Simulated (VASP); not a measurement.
# N (C2/m) in VASP: single point with LDA

Aim: the single point of N with LDA.

All numbers are computed with VASP 6.6.1; they aren't measurements. Logs are shortened: lines on timing, memory, paths and dates and some standing lists are left out, and cuts for length are marked.

## 1. The cell of the first run

The structure is monoclinic, space group C2/m (No. 12). Conventional cell: a = 6.109 Å, b = 3.527 Å, c = 14.672 Å, α = 90.00°, β = 102.02°, γ = 90.00°. Within 1.5 Å of N (site symmetry m) lie 1 N at 1.09 Å. N (site symmetry m) has 1 N at 1.09 Å within 1.5 Å. Within 1.5 Å of N (site symmetry m) lie 1 N at 1.09 Å. Within 1.5 Å of N (site symmetry m) lie 1 N at 1.09 Å.

## 2. Single point, LDA (the part above a cut slid along it)

Input file INCAR:

```
  ALGO = Normal
  EDIFF = 1E-6
  ENCUT = 520
  GGA = CA
  ISIF = 2
  ISMEAR = 0
  ISYM = 0
  LASPH = T
  LCHARG = T
  LELF = T
  LREAL = F
  LVHAR = T
  LWAVE = F
  NBANDS = 30
  NELM = 60
  PREC = Accurate
  SIGMA = 0.05
```

Input file KPOINTS:

```
k-points
0
Gamma
  7 7 2
```

Input file POSCAR:

```
N
1.0
   -3.5269202438      0.0000000000      0.0000000000
   -1.7634601219     -3.0544025283      0.0000000000
   -0.8817300610      1.5272012641     14.3505029787
N
8
Direct
   -0.1018855398      0.7685522064      0.8704377462
    0.1359197657      0.5307469010      0.3948271353
   -0.0637663627      0.7304330294      0.7941993922
    0.1740389427      0.4926277239      0.3185887812
    0.5881557518      0.7451775816      0.1570218298
    0.3503504463      0.9829828870      0.6326324407
    0.6262749288      0.7070584045      0.0807834757
    0.3884696233      0.9448637100      0.5563940867
```

Potentials or basis: VASP PAW LDA potentials, release 64 (N).

Started as:

```sh
$ cat potpaw_LDA.64/N/POTCAR > POTCAR
$ mpirun -np 1 vasp_std > vasp.out
```

OUTCAR:

```text
EDIFF = 1E-6
   ENCUT = 520
   GGA = CA
   ISIF = 2
   ISMEAR = 0
   ISYM = 0
   LASPH = T
   LREAL = F
   NELM = 60
   PREC = Accurate

 ion  position               nearest neighbor table
   1  0.898  0.769  0.870-   3 1.09
   2  0.136  0.531  0.395-   4 1.09
   3  0.936  0.730  0.794-   1 1.09
   4  0.174  0.493  0.319-   2 1.09
   5  0.588  0.745  0.157-   7 1.09
   6  0.350  0.983  0.633-   8 1.09
   7  0.626  0.707  0.081-   5 1.09
   8  0.388  0.945  0.556-   6 1.09

IMPORTANT INFORMATION: All symmetrisations will be switched off!
NOSYMM: (Re-)initialisation of all symmetry stuff for point group C_1.

----------------------------------------------------------------------------------------

                                     Primitive cell

  volume of cell :     154.5927

  direct lattice vectors                    reciprocal lattice vectors
    -3.526920244  0.000000000  0.000000000    -0.283533488  0.163698136 -0.034841984
    -1.763460122 -3.054402528  0.000000000     0.000000000 -0.327396272  0.034841984
    -0.881730061  1.527201264 14.350502979     0.000000000  0.000000000  0.069683969

  length of vectors
     3.526920244  3.526920244 14.458448303     0.329245019  0.329245019  0.069683969

  position of ions in fractional coordinates (direct lattice)
     0.898114460  0.768552206  0.870437746
     0.135919766  0.530746901  0.394827135
     0.936233637  0.730433029  0.794199392
     0.174038943  0.492627724  0.318588781
     0.588155752  0.745177582  0.157021830
     0.350350446  0.982982887  0.632632441
     0.626274929  0.707058405  0.080783476
     0.388469623  0.944863710  0.556394087

  ion indices of the primitive-cell ions
   primitive index   ion index
                 1           1
                 2           2
                 3           3
                 4           4
                 5           5
                 6           6
                 7           7
                 8           8

----------------------------------------------------------------------------------------

 KPOINTS: k-points

Automatic generation of k-mesh.
 Grid dimensions read from file:
 generate k-points for:    7    7    2

 Generating k-lattice:

  Cartesian coordinates                     Fractional coordinates (reciprocal lattice)
    -0.040504784  0.023385448 -0.004977426     0.142857143  0.000000000  0.000000000
     0.000000000 -0.046770896  0.004977426     0.000000000  0.142857143  0.000000000
     0.000000000  0.000000000  0.034841984     0.000000000  0.000000000  0.500000000

  Length of vectors
     0.047035003  0.047035003  0.034841984

  Shift w.r.t. Gamma in fractional coordinates (k-lattice)
     0.000000000  0.000000000  0.000000000

 -----------------------------------------------------------------------------
|                                                                             |
|           W    W    AA    RRRRR   N    N  II  N    N   GGGG   !!!           |
|           W    W   A  A   R    R  NN   N  II  NN   N  G    G  !!!           |
|           W    W  A    A  R    R  N N  N  II  N N  N  G       !!!           |
|           W WW W  AAAAAA  RRRRR   N  N N  II  N  N N  G  GGG   !            |
|           WW  WW  A    A  R   R   N   NN  II  N   NN  G    G                |
|           W    W  A    A  R    R  N    N  II  N    N   GGGG   !!!           |
|                                                                             |
|     Your reciprocal lattice and k-lattice belong to different lattice       |
|     classes:                                                                |
|                                                                             |
|        The reciprocal lattice is body-centered orthorhombic,                |
|        whereas your k-lattice is base-centered monoclinic.                  |
|                                                                             |
|     Results are often still useful ...                                      |
|                                                                             |
 -----------------------------------------------------------------------------

 WARNING: IBZKPT: internal override: KBLOWUP is changed to .FALSE.
      ... skipping the blow-up phase ...

 Subroutine IBZKPT returns following result:
 ===========================================

 Found     50 irreducible k-points:

 Following reciprocal coordinates:
            Coordinates               Weight
  0.000000  0.000000  0.000000      1.000000
  0.142857  0.000000 -0.000000      2.000000
  0.285714  0.000000  0.000000      2.000000
  0.428571  0.000000 -0.000000      2.000000
  0.000000  0.142857  0.000000      2.000000
  0.142857  0.142857  0.000000      2.000000
[... 16 lines left out ...]
 -0.428571  0.428571 -0.000000      2.000000
 -0.285714  0.428571  0.000000      2.000000
 [... further k-points ...]
   k-points           NKPTS =     50   k-points in BZ     NKDIM =     50   number of bands    NBANDS=     30
   number of dos      NEDOS =    301   number of ions     NIONS =      8
   total plane-waves  NPLWV =  84672
   dimension x,y,z NGX =    28 NGY =   28 NGZ =  108
   dimension x,y,z NGXF=    56 NGYF=   56 NGZF=  216
   ions per type =               8
   NGX,Y,Z   is equivalent  to a cutoff of  13.20, 13.20, 12.42 a.u.
   NGXF,Y,Z  is equivalent  to a cutoff of  26.40, 26.40, 24.84 a.u.
 SYSTEM =  unknown system
   PREC   = accura    normal or accurate (medium, high low for compatibility)
   ISTART =      0    job   : 0-new  1-cont  2-samecut
   ICHARG =      2    charge: 1-file 2-atom 10-const
   ISPIN  =      1    spin polarized calculation?
   LNONCOLLINEAR =      F non collinear calculations
   LSORBIT =      F    spin-orbit coupling
   LASPH  =      T    aspherical Exc in radial PAW
   ENCUT  =  520.0 eV  38.22 Ry    6.18 a.u.   6.56  6.56 26.88*2*pi/ulx,y,z
   NELM   =     60;   NELMIN=  2; NELMDL= -5     # of ELM steps
   EDIFF  = 0.1E-05   stopping-criterion for ELM
   LREAL  =      F    real-space projection
   EDIFFG = 0.1E-04   stopping-criterion for IOM
   NSW    =      0    number of steps for IOM
   IBRION =     -1    ionic relax: 0-MD 1-quasi-New 2-CG
   NFREE  =      0    steps in history (QN), initial steepest desc. (CG)
   ISIF   =      2    stress and relaxation
   ISYM   =      0    0-nonsym 1-usesym 2-fastsym
   POTIM  = 0.5000    time-step for ionic-motion
   TEBEG  =    0.0;   TEEND  =   0.0 temperature during run
   PSTRESS=    0.0 pullay stress
   NELECT =      40.0000    total number of electrons
   NUPDOWN=      -1.0000    fix difference up-down
   EMIN   =  10.00;   EMAX   =-10.00  energy-range for DOS
   EFERMI =   0.00;   METHOD = LEGACY
   ISMEAR =     0;   SIGMA  =   0.05  broadening in eV -4-tet -1-fermi 0-gaus
   EFERMI_NEDOS =   21; number of points for ismear=-14 and -15
   IALGO  =     38    algorithm
   IMIX   =      4    mixing-type and parameters
     AMIX     =   0.40;   BMIX     =  1.00
     AMIX_MAG =   1.60;   BMIX_MAG =  1.00
  volume/ion in A,a.u.               =      19.32       130.41
  Fermi-wavevector in a.u.,A,eV,Ry     =   1.043194  1.971351 14.806596  1.088254
  Thomas-Fermi vector in A             =   2.177893
   LORBIT       =      0    0 simple, 1 ext, 2 COOP (PROOUT), +10 PAW based schemes
   GGA     = CA    functional components
   LHFCALC =     F    Hartree Fock is set to
   AEXX    =    0.0000 exact exchange contribution
   IVDW    =     0    specifies the selected vdW correction
   LEPSILON=     F    determine dielectric tensor
   LRPA    =     F    only Hartree local field effects (RPA)
 non-spin polarized calculation
 Gauss-broadening in eV      SIGMA  =   0.05
  energy-cutoff  :      520.00
  volume of cell :      154.59
 maximum number of plane-waves:      4230
 NGX is ok and might be reduce to    28
   NGX = 13   NGY = 13   NGZ = 53

 number of electron      40.0000000 magnetization

 Free energy of the ion-electron system (eV)
  ---------------------------------------------------
  ext. energy  EPLUGINS =         0.00000000
  ---------------------------------------------------
  free energy    TOTEN  =       -70.30413366 eV

  energy without entropy =      -70.30413366  energy(sigma->0) =      -70.30413366

 E-fermi :  -5.4336     XC(G=0):  -7.6054

 val. band max:       -5.7078122817   @ k =   0.1429   0.1429   0.0000
 cond. band min:       0.8078452910   @ k =  -0.4286   0.1429   0.5000
 fundamental gap:      6.5156575727
 Fermi energy:        -5.4335906821

 k-point     1 :       0.0000    0.0000    0.0000
  band No.  band energies     occupation
      1     -24.5511      2.00000
      2     -24.5317      2.00000
      3     -24.5180      2.00000
      4     -24.5048      2.00000
      5     -10.2059      2.00000
      6      -9.8074      2.00000
[... 22 lines left out ...]
     29       4.7025      0.00000
     30       5.0787      0.00000

 k-point     2 :       0.1429    0.0000   -0.0000
  band No.  band energies     occupation
      1     -24.5328      2.00000
      2     -24.5152      2.00000
      3     -24.5021      2.00000
      4     -24.4906      2.00000
      5     -10.1022      2.00000
      6      -9.7458      2.00000
[... 22 lines left out ...]
     29       5.0131      0.00000
     30       5.3852      0.00000

 k-point     3 :       0.2857    0.0000    0.0000
  band No.  band energies     occupation
      1     -24.4909      2.00000
      2     -24.4778      2.00000
      3     -24.4665      2.00000
      4     -24.4595      2.00000
      5      -9.8328      2.00000
      6      -9.5973      2.00000
[... 682 lines left out ...]
     29       6.6817      0.00000
     30       7.3185      0.00000

 k-point    24 :      -0.2857    0.4286    0.0000
  band No.  band energies     occupation
      1     -24.4396      2.00000
      2     -24.4349      2.00000
      3     -24.4292      2.00000
      4     -24.4257      2.00000
      5      -9.3910      2.00000
      6      -9.3003      2.00000
[... 22 lines left out ...]
     29       6.7040      0.00000
     30       7.3402      0.00000

 [... further k-points ...]

------------------------ aborting loop because EDIFF is reached ----------------------------------------

  FORCE on cell =-STRESS in cart. coord.  units (eV):
  Direction    XX          YY          ZZ          XY          YZ          ZX
  --------------------------------------------------------------------------------------
  -------------------------------------------------------------------------------------
  Total       -0.2030514     -0.2123747      6.5551837      0.0080720      0.0231329      0.0398590
  in kB       -2.1043963     -2.2010216     67.9370082      0.0836571      0.2397460      0.4130935
  external PRESSURE =      21.2105301 kB  Pullay stress =       0.0000000 kB

 VOLUME and BASIS-vectors are now :
 -----------------------------------------------------------------------------
  energy-cutoff  :      520.00
  volume of cell :      154.59
      direct lattice vectors                 reciprocal lattice vectors
    -3.526920244  0.000000000  0.000000000    -0.283533488  0.163698136 -0.034841984
    -1.763460122 -3.054402528  0.000000000     0.000000000 -0.327396272  0.034841984
    -0.881730061  1.527201264 14.350502979     0.000000000  0.000000000  0.069683969

 POSITION                                       TOTAL-FORCE (eV/Angst)
 -----------------------------------------------------------------------------------
     -5.29038     -1.01813     12.49122        -0.029204     -0.016840      1.516036
     -1.76346     -1.01813      5.66597        -0.000003      0.000021      1.530332
     -5.29038     -1.01813     11.39716         0.009152      0.005283     -1.521134
     -1.76346     -1.01813      4.57191        -0.000032     -0.000062     -1.532204
     -3.52692     -2.03627      2.25334        -0.009125     -0.005226      1.522047
     -3.52692     -2.03627      9.07859         0.000046      0.000022      1.532890
     -3.52692     -2.03627      1.15928         0.029122      0.016819     -1.515897
     -3.52692     -2.03627      7.98453         0.000045     -0.000016     -1.532070
 -----------------------------------------------------------------------------------
    total drift:                                0.000033     -0.000011      0.000791

  FREE ENERGIE OF THE ION-ELECTRON SYSTEM (eV)
  ---------------------------------------------------
  free  energy   TOTEN  =       -70.3041336623 eV

  energy  without entropy=      -70.3041336623  energy(sigma->0) =      -70.30413366
```

Wall time 2.4 min (1 thread of Intel Xeon 6975P-C (Granite Rapids), shared host); peak memory 0.3 GiB.

What came out:

| Property | Result |
| --- | --- |
| Free energy | -70.3041 eV |
| Pressure | 2.1 GPa |
| Largest force | 1.533 eV/Å |
| Band gap on the k mesh | 6.52 eV (least direct gap 6.66 eV) |

Forces on the atoms (eV/Å):
```
N   -0.029 -0.017  1.516
N    0.000  0.000  1.530
N    0.009  0.005 -1.521
N    0.000  0.000 -1.532
N   -0.009 -0.005  1.522
N    0.000  0.000  1.533
N    0.029  0.017 -1.516
N    0.000  0.000 -1.532
```

Caveat: the cell differs from its parent crystal (the part above a cut slid along it); the standard files for N, O and F lose accuracy on very short bonds; the stress differs along the axes, from -0 to 7 GPa; forces of over 1 eV/Å act on the atoms, so gaps and moduli don't describe the material at rest.
